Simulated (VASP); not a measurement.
# CuO (Cc) in VASP: notebook, part 2 of 3

VASP 6.6.1.

## (3) Single point, LDA

This run uses another cell than the first one, of 9.96 Å³/atom.

INCAR

```
SYSTEM = CuO
ALGO = Normal
EDIFF = 1E-6
ENCUT = 820
GGA_COMPAT = .FALSE.
ISIF = 2
ISMEAR = -1
LASPH = .TRUE.
LCHARG = .TRUE.
LELF = .TRUE.
LREAL = .FALSE.
LVHAR = .TRUE.
LWAVE = .FALSE.
NBANDS = 33
NELM = 120
PREC = Accurate
SIGMA = 0.05
```

KPOINTS

```
k-points
0
G
  10 10 5
  0 0 0
```

POSCAR

```
CuO
1.0
    2.3289133814     -1.7019001459      0.0000000000
    2.3289133814      1.7019001459      0.0000000000
   -0.8547742332      0.0000000000      5.0254824872
Cu O
2 2
Direct
    0.0032000000      0.4968000000      0.0000000000
    0.4968000000      0.0032000000      0.5000000000
    0.5714000000      0.4056000000      0.2537000000
    0.4056000000      0.5714000000      0.7537000000
```

Potentials or basis: VASP PAW LDA potentials, release 64 (Cu_sv_GW, O).

Command:

```console
$ cat potpaw_LDA.64/Cu_sv_GW/POTCAR potpaw_LDA.64/O/POTCAR > POTCAR
$ mpirun -np 1 vasp_std > vasp.out
```

OUTCAR:

```text
SYSTEM = CuO
   EDIFF = 1E-6
   ENCUT = 820
   ISIF = 2
   ISMEAR = -1
   LASPH = .TRUE.
   LREAL = .FALSE.
   NELM = 120
   PREC = Accurate

 ion  position               nearest neighbor table
   1  0.003  0.497  0.000-   4 1.89   3 1.92   4 1.96   3 2.01
   2  0.497  0.003  0.500-   3 1.89   4 1.92   3 1.96   4 2.01
   3  0.571  0.406  0.254-   2 1.89   1 1.92   2 1.96   1 2.01
   4  0.406  0.571  0.754-   1 1.89   2 1.92   1 1.96   2 2.01

  LATTYP: Found a base centered monoclinic cell.
 ALAT       =     4.6578267628
 B/A-ratio  =     0.7307700490
 C/A-ratio  =     1.0944283419
 COS(beta)  =    -0.1676798045

  Lattice vectors:

 A1 = (   2.3289133814,  -1.7019001459,   0.0000000000)
 A2 = (   2.3289133814,   1.7019001459,   0.0000000000)
 A3 = (  -0.8547742332,   0.0000000000,   5.0254824872)

Analysis of symmetry for initial positions (statically):
=====================================================================
 Subroutine PRICEL returns:
 Original cell was already a primitive cell.

 Routine SETGRP: Setting up the symmetry group for a
 base centered monoclinic supercell.

 Subroutine GETGRP returns: Found  2 space group operations
 (whereof  1 operations were pure point group operations)
 out of a pool of  4 trial point group operations.

The static configuration has the point symmetry C_1 .
 The point group associated with its full space group is C_1h.

Analysis of symmetry for dynamics (positions and initial velocities):
=====================================================================
 Subroutine PRICEL returns:
 Original cell was already a primitive cell.

 Routine SETGRP: Setting up the symmetry group for a
 base centered monoclinic supercell.

 Subroutine GETGRP returns: Found  2 space group operations
 (whereof  1 operations were pure point group operations)
 out of a pool of  4 trial point group operations.

The dynamic configuration has the point symmetry C_1 .
 The point group associated with its full space group is C_1h.

 Subroutine INISYM returns: Found  2 space group operations
 (whereof  1 operations are pure point group operations),
 and found     1 'primitive' translations

----------------------------------------------------------------------------------------

                                     Primitive cell

  volume of cell :      39.8378

  direct lattice vectors                    reciprocal lattice vectors
     2.328913381 -1.701900146  0.000000000     0.214692399 -0.293789269  0.036516599
     2.328913381  1.701900146  0.000000000     0.214692399  0.293789269  0.036516599
    -0.854774233  0.000000000  5.025482487     0.000000000  0.000000000  0.198985869

  length of vectors
     2.884493308  2.884493308  5.097657621     0.365702642  0.365702642  0.198985869

  position of ions in fractional coordinates (direct lattice)
     0.003200000  0.496800000  0.000000000
     0.496800000  0.003200000  0.500000000
     0.571400000  0.405600000  0.253700000
     0.405600000  0.571400000  0.753700000

  ion indices of the primitive-cell ions
   primitive index   ion index
                 1           1
                 2           2
                 3           3
                 4           4

----------------------------------------------------------------------------------------

[... 23 lines left out ...]

 Following reciprocal coordinates:
            Coordinates               Weight
  0.000000  0.000000  0.000000      1.000000
  0.100000  0.000000 -0.000000      4.000000
  0.200000  0.000000 -0.000000      4.000000
  0.300000  0.000000 -0.000000      4.000000
  0.400000 -0.000000  0.000000      4.000000
  0.500000 -0.000000  0.000000      2.000000
[... 16 lines left out ...]
  0.300000  0.300000 -0.000000      2.000000
  0.400000  0.300000 -0.000000      4.000000
 [... further k-points ...]
   k-points           NKPTS =    141   k-points in BZ     NKDIM =    141   number of bands    NBANDS=     33
   number of dos      NEDOS =    301   number of ions     NIONS =      4
   total plane-waves  NPLWV =  37632
   dimension x,y,z NGX =    28 NGY =   28 NGZ =   48
   dimension x,y,z NGXF=    56 NGYF=   56 NGZF=   96
   ions per type =               2   2
   NGX,Y,Z   is equivalent  to a cutoff of  16.14, 16.14, 15.65 a.u.
   NGXF,Y,Z  is equivalent  to a cutoff of  32.28, 32.28, 31.31 a.u.
 SYSTEM =  CuO
   PREC   = accura    normal or accurate (medium, high low for compatibility)
   ISTART =      0    job   : 0-new  1-cont  2-samecut
   ICHARG =      2    charge: 1-file 2-atom 10-const
   ISPIN  =      1    spin polarized calculation?
   LNONCOLLINEAR =      F non collinear calculations
   LSORBIT =      F    spin-orbit coupling
   LASPH  =      T    aspherical Exc in radial PAW
   ENCUT  =  820.0 eV  60.27 Ry    7.76 a.u.   6.73  6.73 11.90*2*pi/ulx,y,z
   NELM   =    120;   NELMIN=  2; NELMDL= -5     # of ELM steps
   EDIFF  = 0.1E-05   stopping-criterion for ELM
   LREAL  =      F    real-space projection
   EDIFFG = 0.1E-04   stopping-criterion for IOM
   NSW    =      0    number of steps for IOM
   IBRION =     -1    ionic relax: 0-MD 1-quasi-New 2-CG
   NFREE  =      0    steps in history (QN), initial steepest desc. (CG)
   ISIF   =      2    stress and relaxation
   ISYM   =      2    0-nonsym 1-usesym 2-fastsym
   POTIM  = 0.5000    time-step for ionic-motion
   TEBEG  =    0.0;   TEEND  =   0.0 temperature during run
   PSTRESS=    0.0 pullay stress
   NELECT =      50.0000    total number of electrons
   NUPDOWN=      -1.0000    fix difference up-down
   EMIN   =  10.00;   EMAX   =-10.00  energy-range for DOS
   EFERMI =   0.00;   METHOD = LEGACY
   ISMEAR =    -1;   SIGMA  =   0.05  broadening in eV -4-tet -1-fermi 0-gaus
   EFERMI_NEDOS =   21; number of points for ismear=-14 and -15
   IALGO  =     38    algorithm
   IMIX   =      4    mixing-type and parameters
     AMIX     =   0.40;   BMIX     =  1.00
     AMIX_MAG =   1.60;   BMIX_MAG =  1.00
  volume/ion in A,a.u.               =       9.96        67.21
  Fermi-wavevector in a.u.,A,eV,Ry     =   1.765901  3.337070 42.428512  3.118408
  Thomas-Fermi vector in A             =   2.833591
   LORBIT       =      0    0 simple, 1 ext, 2 COOP (PROOUT), +10 PAW based schemes
   GGA     = CA    functional components
   LHFCALC =     F    Hartree Fock is set to
   AEXX    =    0.0000 exact exchange contribution
   IVDW    =     0    specifies the selected vdW correction
   LEPSILON=     F    determine dielectric tensor
   LRPA    =     F    only Hartree local field effects (RPA)
 non-spin polarized calculation
  energy-cutoff  :      820.00
  volume of cell :       39.84
 maximum number of plane-waves:      2144
   NGX = 13   NGY = 13   NGZ = 23

 number of electron      49.9999996 magnetization

 Free energy of the ion-electron system (eV)
  ---------------------------------------------------
  ext. energy  EPLUGINS =         0.00000000
  ---------------------------------------------------
  free energy    TOTEN  =       -23.46549297 eV

  energy without entropy =      -23.44657473  energy(sigma->0) =      -23.45603385

 E-fermi :   5.5620     XC(G=0): -12.9568

 val. band max:        5.5442153539   @ k =   0.5000   0.1000   0.2000
 cond. band min:       5.5734255146   @ k =   0.4000   0.2000   0.4000
 fundamental gap:      0.0292101607
 Fermi energy:         5.5619650079

 k-point     1 :       0.0000    0.0000    0.0000
  band No.  band energies     occupation
      1    -105.9857      2.00000
      2    -105.9850      2.00000
      3     -64.1001      2.00000
      4     -64.0999      2.00000
      5     -64.0712      2.00000
      6     -64.0605      2.00000
[... 853 lines left out ...]
     32      18.8664      0.00000
     33      19.9326      0.00000

 [... further k-points ...]

------------------------ aborting loop because EDIFF is reached ----------------------------------------

  FORCE on cell =-STRESS in cart. coord.  units (eV):
  Direction    XX          YY          ZZ          XY          YZ          ZX
  --------------------------------------------------------------------------------------
  -------------------------------------------------------------------------------------
  Total       -1.7520293     -0.9067890     -2.0547856      0.0000000      0.0000000     -0.2056001
  in kB      -70.4622952    -36.4688164    -82.6384067      0.0000000      0.0000000     -8.2687265
  external PRESSURE =     -63.1898394 kB  Pullay stress =       0.0000000 kB

 VOLUME and BASIS-vectors are now :
 -----------------------------------------------------------------------------
  energy-cutoff  :      820.00
  volume of cell :       39.84
      direct lattice vectors                 reciprocal lattice vectors
     2.328913381 -1.701900146  0.000000000     0.214692399 -0.293789269  0.036516599
     2.328913381  1.701900146  0.000000000     0.214692399  0.293789269  0.036516599
    -0.854774233  0.000000000  5.025482487     0.000000000  0.000000000  0.198985869

 POSITION                                       TOTAL-FORCE (eV/Angst)
 -----------------------------------------------------------------------------------
      1.16446      0.84006      0.00000        -0.627244      0.336830      0.239276
      0.73707     -0.84006      2.51274        -0.627244     -0.336830      0.239276
      2.05849     -0.28218      1.27496         0.627244      0.429581     -0.239276
      1.63111      0.28218      3.78771         0.627244     -0.429581     -0.239276
 -----------------------------------------------------------------------------------
    total drift:                               -0.000423      0.000000      0.000675

  FREE ENERGIE OF THE ION-ELECTRON SYSTEM (eV)
  ---------------------------------------------------
  free  energy   TOTEN  =       -23.4654929706 eV

  energy  without entropy=      -23.4465747308  energy(sigma->0) =      -23.45603385
```

It took 6.9 min on 1 thread of Intel Xeon Platinum 8488C (Sapphire Rapids), shared host; peak memory 0.43 GiB.

What came out:

```
Free energy            : -23.4655 eV
Pressure               : -6.3 GPa
Largest force          : 0.797 eV/Å
Band gap on the k mesh : zero (bands 25 and 26 overlap by 0.60 eV)
```

Forces in eV/Å, atoms in the order of the input:
```
Cu  -0.627  0.337  0.239
Cu  -0.627 -0.337  0.239
O    0.627  0.430 -0.239
O    0.627 -0.430 -0.239
```

Caveat: the cell stands under tension; semilocal functionals often make such compounds metallic where correlation or magnetic order opens a gap, which also shifts bond lengths.

[end of part 2 of 3]

The gap in the log of VASP goes by the Fermi energy; the results here count the filled bands.